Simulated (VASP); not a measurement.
# SnO2 (R-3m) in VASP: a series of runs

The runs below take SnO2 through single point, with r2SCAN.

All numbers are computed with VASP 6.6.1; they aren't measurements. Logs are shortened: lines on timing, memory, paths and dates and some standing lists are left out, and cuts for length are marked.

## (1) The cell of the first run

The structure is trigonal, space group R-3m (No. 166). The conventional cell has a = 3.364 Å, b = 3.364 Å, c = 15.554 Å, α = 90.00°, β = 90.00°, γ = 120.00°. Sn (site symmetry -3m) has 6 O at 2.23 Å within 2.9 Å. Within 3.0 Å of O (site symmetry 3m) lie 3 Sn at 2.23 Å and 3 O at 2.93 Å.

## (2) Single point, r2SCAN (strain +0.040 along x and y, +0.080 along z)

Input file POSCAR:

```
SnO2
1.0
    1.6817767982      0.9709742872      5.1846399907
   -1.6817767982      0.9709742872      5.1846399907
    0.0000000000     -1.9419485744      5.1846399907
Sn O
1 2
Direct
    0.5000000000      0.5000000000      0.5000000000
    0.2371700000      0.2371700000      0.2371700000
    0.7628300000      0.7628300000      0.7628300000
```

Input file INCAR.step1:

```
SYSTEM = SnO2
  PREC = Accurate
  ENCUT = 520
  ISMEAR = 0
  SIGMA = 0.05
  LREAL = .FALSE.
  LASPH = .TRUE.
  NELM = 60
  NBANDS = 20
  GGA = PE
  ALGO = Normal
  EDIFF = 1E-4
  LWAVE = .TRUE.
  LCHARG = .FALSE.
```

Input file INCAR.step2:

```
SYSTEM = SnO2
  PREC = Accurate
  ENCUT = 520
  EDIFF = 1E-6
  ISMEAR = 0
  SIGMA = 0.05
  LREAL = .FALSE.
  LASPH = .TRUE.
  NELM = 60
  ALGO = Normal
  ISIF = 2
  LWAVE = .FALSE.
  LCHARG = .FALSE.
  METAGGA = R2SCAN
  LMIXTAU = .TRUE.
  NBANDS = 20
  ISTART = 1
```

Input file KPOINTS:

```
regular mesh
0
G
  12 12 12
  0 0 0
```

Potentials or basis: VASP PAW PBE potentials, release 64 (Sn_d, O).

Launch:

```console
> cat potpaw_PBE.64/Sn_d/POTCAR potpaw_PBE.64/O/POTCAR > POTCAR
> cp INCAR.step1 INCAR
> mpirun -np 1 vasp_std > vasp.out
> cp INCAR.step2 INCAR
> mpirun -np 1 vasp_std > vasp.out
```

OUTCAR:

```text
SYSTEM = SnO2
   PREC = Accurate
   ENCUT = 520
   EDIFF = 1E-6
   ISMEAR = 0
   LREAL = .FALSE.
   LASPH = .TRUE.
   NELM = 60
   ISIF = 2
   METAGGA = R2SCAN
   ISTART = 1

 ion  position               nearest neighbor table
   1  0.500  0.500  0.500-   2 2.23   2 2.23   3 2.23   3 2.23   2 2.23   3 2.23
   2  0.237  0.237  0.237-   1 2.23   1 2.23   1 2.23
   3  0.763  0.763  0.763-   1 2.23   1 2.23   1 2.23

  LATTYP: Found a trigonal (rhomboedric) cell.
 ALAT       =     5.5363937810
 COS(alpha) =     0.8154505460

  Lattice vectors:

 A1 = (   1.6817767982,   0.9709742872,   5.1846399907)
 A2 = (  -1.6817767982,   0.9709742872,   5.1846399907)
 A3 = (   0.0000000000,  -1.9419485744,   5.1846399907)

Analysis of symmetry for initial positions (statically):
=====================================================================
 Subroutine PRICEL returns:
 Original cell was already a primitive cell.

 Routine SETGRP: Setting up the symmetry group for a
 trigonal (rhombohedral) supercell.

 Subroutine GETGRP returns: Found 12 space group operations
 (whereof 12 operations were pure point group operations)
 out of a pool of 12 trial point group operations.

The static configuration has the point symmetry D_3d.

Analysis of symmetry for dynamics (positions and initial velocities):
=====================================================================
 Subroutine PRICEL returns:
 Original cell was already a primitive cell.

 Routine SETGRP: Setting up the symmetry group for a
 trigonal (rhombohedral) supercell.

 Subroutine GETGRP returns: Found 12 space group operations
 (whereof 12 operations were pure point group operations)
 out of a pool of 12 trial point group operations.

The dynamic configuration has the point symmetry D_3d.

 Subroutine INISYM returns: Found 12 space group operations
 (whereof 12 operations are pure point group operations),
 and found     1 'primitive' translations

----------------------------------------------------------------------------------------

                                     Primitive cell

  volume of cell :      50.7979

  direct lattice vectors                    reciprocal lattice vectors
     1.681776798  0.970974287  5.184639991     0.297304613  0.171648898  0.064292474
    -1.681776798  0.970974287  5.184639991    -0.297304613  0.171648898  0.064292474
     0.000000000 -1.941948574  5.184639991     0.000000000 -0.343297797  0.064292474

  length of vectors
     5.536393781  5.536393781  5.536393781     0.349266230  0.349266230  0.349266230

  position of ions in fractional coordinates (direct lattice)
     0.500000000  0.500000000  0.500000000
     0.237170000  0.237170000  0.237170000
     0.762830000  0.762830000  0.762830000

  ion indices of the primitive-cell ions
   primitive index   ion index
                 1           1
                 2           2
                 3           3

----------------------------------------------------------------------------------------

 KPOINTS: regular mesh

Automatic generation of k-mesh.
 Grid dimensions read from file:
 generate k-points for:   12   12   12

 Generating k-lattice:

  Cartesian coordinates                     Fractional coordinates (reciprocal lattice)
     0.024775384  0.014304075  0.005357706     0.083333333  0.000000000  0.000000000
    -0.024775384  0.014304075  0.005357706     0.000000000  0.083333333  0.000000000
     0.000000000 -0.028608150  0.005357706     0.000000000  0.000000000  0.083333333

  Length of vectors
     0.029105519  0.029105519  0.029105519

  Shift w.r.t. Gamma in fractional coordinates (k-lattice)
     0.000000000  0.000000000  0.000000000

 Subroutine IBZKPT returns following result:
 ===========================================

 Found    189 irreducible k-points:

 Following reciprocal coordinates:
            Coordinates               Weight
  0.000000  0.000000  0.000000      1.000000
  0.083333 -0.000000  0.000000      6.000000
  0.166667 -0.000000  0.000000      6.000000
  0.250000 -0.000000  0.000000      6.000000
  0.333333 -0.000000  0.000000      6.000000
  0.416667  0.000000  0.000000      6.000000
[... 16 lines left out ...]
  0.500000  0.166667  0.000000     12.000000
 -0.416667  0.166667 -0.000000     12.000000
 [... further k-points ...]
   k-points           NKPTS =    189   k-points in BZ     NKDIM =    189   number of bands    NBANDS=     20
   number of dos      NEDOS =    301   number of ions     NIONS =      3
   total plane-waves  NPLWV =  74088
   dimension x,y,z NGX =    42 NGY =   42 NGZ =   42
   dimension x,y,z NGXF=    84 NGYF=   84 NGZF=   84
   ions per type =               1   2
   NGX,Y,Z   is equivalent  to a cutoff of  12.61, 12.61, 12.61 a.u.
   NGXF,Y,Z  is equivalent  to a cutoff of  25.22, 25.22, 25.22 a.u.
 SYSTEM =  SnO2
   PREC   = accura    normal or accurate (medium, high low for compatibility)
   ISTART =      1    job   : 0-new  1-cont  2-samecut
   ICHARG =      0    charge: 1-file 2-atom 10-const
   ISPIN  =      1    spin polarized calculation?
   LNONCOLLINEAR =      F non collinear calculations
   LSORBIT =      F    spin-orbit coupling
   LASPH  =      T    aspherical Exc in radial PAW
   ENCUT  =  520.0 eV  38.22 Ry    6.18 a.u.  10.29 10.29 10.29*2*pi/ulx,y,z
   NELM   =     60;   NELMIN=  2; NELMDL=  0     # of ELM steps
   EDIFF  = 0.1E-05   stopping-criterion for ELM
   LREAL  =      F    real-space projection
   EDIFFG = 0.1E-04   stopping-criterion for IOM
   NSW    =      0    number of steps for IOM
   IBRION =     -1    ionic relax: 0-MD 1-quasi-New 2-CG
   NFREE  =      0    steps in history (QN), initial steepest desc. (CG)
   ISIF   =      2    stress and relaxation
   ISYM   =      2    0-nonsym 1-usesym 2-fastsym
   POTIM  = 0.5000    time-step for ionic-motion
   TEBEG  =    0.0;   TEEND  =   0.0 temperature during run
   PSTRESS=    0.0 pullay stress
   NELECT =      26.0000    total number of electrons
   NUPDOWN=      -1.0000    fix difference up-down
   EMIN   =  10.00;   EMAX   =-10.00  energy-range for DOS
   EFERMI =   0.00;   METHOD = LEGACY
   ISMEAR =     0;   SIGMA  =   0.05  broadening in eV -4-tet -1-fermi 0-gaus
   EFERMI_NEDOS =   21; number of points for ismear=-14 and -15
   IALGO  =     38    algorithm
   IMIX   =      4    mixing-type and parameters
     AMIX     =   0.40;   BMIX     =  1.00
     AMIX_MAG =   1.60;   BMIX_MAG =  1.00
  volume/ion in A,a.u.               =      16.93       114.27
  Fermi-wavevector in a.u.,A,eV,Ry     =   1.309536  2.474663 23.332405  1.714883
  Thomas-Fermi vector in A             =   2.440128
   LORBIT       =      0    0 simple, 1 ext, 2 COOP (PROOUT), +10 PAW based schemes
   METAGGA = R2SCAN    functional components
   LHFCALC =     F    Hartree Fock is set to
   AEXX    =    0.0000 exact exchange contribution
   IVDW    =     0    specifies the selected vdW correction
   LEPSILON=     F    determine dielectric tensor
   LRPA    =     F    only Hartree local field effects (RPA)
 non-spin polarized calculation
 Gauss-broadening in eV      SIGMA  =   0.05
  energy-cutoff  :      520.00
  volume of cell :       50.80
 maximum number of plane-waves:      1399
 NGX is ok and might be reduce to    42
   NGX = 21   NGY = 21   NGZ = 21

 number of electron      25.9999998 magnetization

 Free energy of the ion-electron system (eV)
  ---------------------------------------------------
  ext. energy  EPLUGINS =         0.00000000
  ---------------------------------------------------
  free energy    TOTEN  =       -41.02536894 eV

  energy without entropy =      -41.02536894  energy(sigma->0) =      -41.02536894

 E-fermi :   1.7024     XC(G=0):  -9.8519

 val. band max:        1.3989205161   @ k =  -0.1667   0.1667   0.0000
 cond. band min:       3.1371560744   @ k =   0.0000   0.0000   0.0000
 fundamental gap:      1.7382355583
 Fermi energy:         1.7024060837

 k-point     1 :       0.0000    0.0000    0.0000
  band No.  band energies     occupation
      1     -19.2383      2.00000
      2     -19.1503      2.00000
      3     -19.1503      2.00000
      4     -19.0466      2.00000
      5     -19.0466      2.00000
      6     -16.7102      2.00000
[... 12 lines left out ...]
     19      18.4069      0.00000
     20      18.4069      0.00000

 k-point     2 :       0.0833   -0.0000    0.0000
  band No.  band energies     occupation
      1     -19.2279      2.00000
      2     -19.1841      2.00000
      3     -19.1419      2.00000
      4     -19.0539      2.00000
      5     -19.0458      2.00000
      6     -16.6662      2.00000
[... 12 lines left out ...]
     19      16.9437      0.00000
     20      18.4808      0.00000

 k-point     3 :       0.1667   -0.0000    0.0000
  band No.  band energies     occupation
      1     -19.2945      2.00000
      2     -19.1854      2.00000
      3     -19.1226      2.00000
      4     -19.0660      2.00000
      5     -19.0400      2.00000
      6     -16.5351      2.00000
[... 12 lines left out ...]
     19      15.6455      0.00000
     20      18.7275      0.00000

 k-point     4 :       0.2500   -0.0000    0.0000
  band No.  band energies     occupation
      1     -19.4270      2.00000
      2     -19.1481      2.00000
      3     -19.1084      2.00000
      4     -19.0722      2.00000
      5     -19.0196      2.00000
      6     -16.3284      2.00000
[... 12 lines left out ...]
     19      14.6666      0.00000
     20      18.2123      0.00000

 k-point     5 :       0.3333   -0.0000    0.0000
  band No.  band energies     occupation
      1     -19.5516      2.00000
      2     -19.1311      2.00000
      3     -19.1058      2.00000
      4     -19.0589      2.00000
      5     -18.9872      2.00000
      6     -16.0850      2.00000
[... 12 lines left out ...]
     19      14.0204      0.00000
     20      16.7619      0.00000
[... 353 lines left out ...]
      6     -16.1785      2.00000
[... 12 lines left out ...]
     19      14.7635      0.00000
     20      17.1991      0.00000

 k-point    22 :       0.4167    0.1667    0.0000
  band No.  band energies     occupation
      1     -19.5184      2.00000
      2     -19.2039      2.00000
      3     -19.0983      2.00000
      4     -19.0721      2.00000
      5     -18.9881      2.00000
      6     -15.9048      2.00000
[... 12 lines left out ...]
     19      14.8134      0.00000
     20      16.1285      0.00000

 k-point    23 :       0.5000    0.1667    0.0000
  band No.  band energies     occupation
      1     -19.5744      2.00000
      2     -19.2110      2.00000
      3     -19.1056      2.00000
      4     -19.0487      2.00000
      5     -18.9864      2.00000
      6     -15.6566      2.00000
[... 12 lines left out ...]
     19      15.0947      0.00000
     20      15.2317      0.00000

 k-point    24 :      -0.4167    0.1667   -0.0000
  band No.  band energies     occupation
      1     -19.5946      2.00000
      2     -19.2139      2.00000
      3     -19.1087      2.00000
      4     -19.0336      2.00000
      5     -18.9914      2.00000
      6     -15.5530      2.00000
[... 12 lines left out ...]
     19      14.4590      0.00000
     20      15.4745      0.00000

 [... further k-points ...]
[... 5 lines left out ...]
  --------------------------------------------------------------------------------------
  -------------------------------------------------------------------------------------
  Total       -6.8816010     -6.8816010     -4.8325300      0.0000000      0.0000000      0.0000000
  in kB     -217.0471705   -217.0471705   -152.4190317      0.0000000      0.0000000      0.0000000
  external PRESSURE =    -195.5044576 kB  Pullay stress =       0.0000000 kB

 VOLUME and BASIS-vectors are now :
 -----------------------------------------------------------------------------
  energy-cutoff  :      520.00
  volume of cell :       50.80
      direct lattice vectors                 reciprocal lattice vectors
     1.681776798  0.970974287  5.184639991     0.297304613  0.171648898  0.064292474
    -1.681776798  0.970974287  5.184639991    -0.297304613  0.171648898  0.064292474
     0.000000000 -1.941948574  5.184639991     0.000000000 -0.343297797  0.064292474

 POSITION                                       TOTAL-FORCE (eV/Angst)
 -----------------------------------------------------------------------------------
      0.00000      0.00000      7.77696         0.000000      0.000000     -0.000000
      0.00000      0.00000      3.68892         0.000000     -0.000000     -1.973919
      0.00000      0.00000     11.86500         0.000000     -0.000000      1.973919
 -----------------------------------------------------------------------------------
    total drift:                                0.000000      0.000000     -0.000000

  FREE ENERGIE OF THE ION-ELECTRON SYSTEM (eV)
  ---------------------------------------------------
  free  energy   TOTEN  =       -41.0253689382 eV

  energy  without entropy=      -41.0253689382  energy(sigma->0) =      -41.02536894
```

It took 14 min on 1 thread of Intel Xeon 6975P-C (Granite Rapids), shared host; peak memory 0.39 GiB.

What came out:

```yaml
Free_energy: -41.0254 eV
Pressure: -19.6 GPa
Largest_force: 1.974 eV/Å
Band_gap_on_the_k_mesh: 1.74 eV (least direct gap 1.78 eV)
```

Forces in eV/Å, atoms in the order of the input:
```
Sn   0.000  0.000  0.000
O    0.000  0.000 -1.974
O    0.000  0.000  1.974
```

Stress tensor (GPa, compression positive):
```
-21.70   0.00   0.00
  0.00 -21.70   0.00
  0.00   0.00 -15.24
```

Caveat: the cell differs from its parent crystal (strain +0.040 along x and y, +0.080 along z); the cell stands under tension; the PAW data sets were made with another functional, which shifts forces and pressure a little; spin-orbit coupling is left out, which moves the levels of the heavy elements. A k mesh can miss the band edges.

## (3) Single point, r2SCAN (strain +0.080 along x and y, +0.040 along z)

Input file POSCAR:

```
SnO2
1.0
    1.7464605212      1.0083194521      4.9926162874
   -1.7464605212      1.0083194521      4.9926162874
    0.0000000000     -2.0166389041      4.9926162874
Sn O
1 2
Direct
    0.5000000000      0.5000000000      0.5000000000
    0.2371700000      0.2371700000      0.2371700000
    0.7628300000      0.7628300000      0.7628300000
```

Input file INCAR.step1:

```
  PREC = Accurate
  ENCUT = 520
  ISMEAR = 0
  SIGMA = 0.05
  LREAL = F
  LASPH = T
  NELM = 100
  NBANDS = 20
  GGA = PE
  ALGO = Normal
  EDIFF = 1E-4
  LWAVE = T
  LCHARG = F
```

Input file INCAR.step2:

```
  PREC = Accurate
  ENCUT = 520
  EDIFF = 1E-7
  ISMEAR = 0
  SIGMA = 0.05
  LREAL = F
  LASPH = T
  NELM = 100
  ALGO = Normal
  ISIF = 2
  LWAVE = F
  LCHARG = F
  METAGGA = R2SCAN
  LMIXTAU = T
  NBANDS = 20
  ISTART = 1
```

Input file KPOINTS:

```
Automatic mesh
0
Gamma
  12 12 12
```

Potentials or basis: VASP PAW PBE potentials, release 64 (Sn_d, O).

Launch:

```console
> cat potpaw_PBE.64/Sn_d/POTCAR potpaw_PBE.64/O/POTCAR > POTCAR
> cp INCAR.step1 INCAR
> mpirun -np 1 vasp_std > vasp.out
> cp INCAR.step2 INCAR
> mpirun -np 1 vasp_std > vasp.out
```

Wall time 9.4 min (1 thread of Intel Xeon 6975P-C (Granite Rapids), shared host); peak memory 0.38 GiB.

It converged, with:

```yaml
Free_energy: -40.5849 eV
Pressure: -23.6 GPa
Largest_force: 1.806 eV/Å
Band_gap_on_the_k_mesh: 1.03 eV (least direct gap 1.06 eV)
```

Forces on the atoms (eV/Å):
```
Sn   0.000  0.000  0.000
O    0.000  0.000 -1.806
O    0.000  0.000  1.806
```

Stress tensor (GPa, compression positive):
```
-28.59   0.00   0.00
  0.00 -28.59   0.00
  0.00   0.00 -13.73
```

Levels at points of the mesh, in eV from the valence-band top:
```csv
k point,band 9,band 10,band 11,band 12,band 13,band 14,band 15,band 16,band 17,band 18
"(0.00, 0.00, 0.00)",-1.17,-1.17,-1.01,-1.01,-0.03,1.03,5.26,9.79,9.79,10.84
"(0.50, 0.00, 0.00)",-3.40,-2.55,-1.21,-0.67,-0.52,3.94,7.05,9.01,11.22,11.97
"(0.50, 0.50, 0.00)",-3.60,-2.64,-0.92,-0.55,-0.10,3.77,6.34,9.54,10.70,11.21
"(0.50, 0.50, 0.50)",-1.23,-1.23,-0.97,-0.97,-0.91,2.12,5.03,9.92,9.92,12.28
```

Caveat: the cell differs from its parent crystal (strain +0.080 along x and y, +0.040 along z); the cell stands under tension; the PAW data sets were made with another functional, which shifts forces and pressure a little; spin-orbit coupling is left out, which moves the levels of the heavy elements.

[end of part 1 of 2]
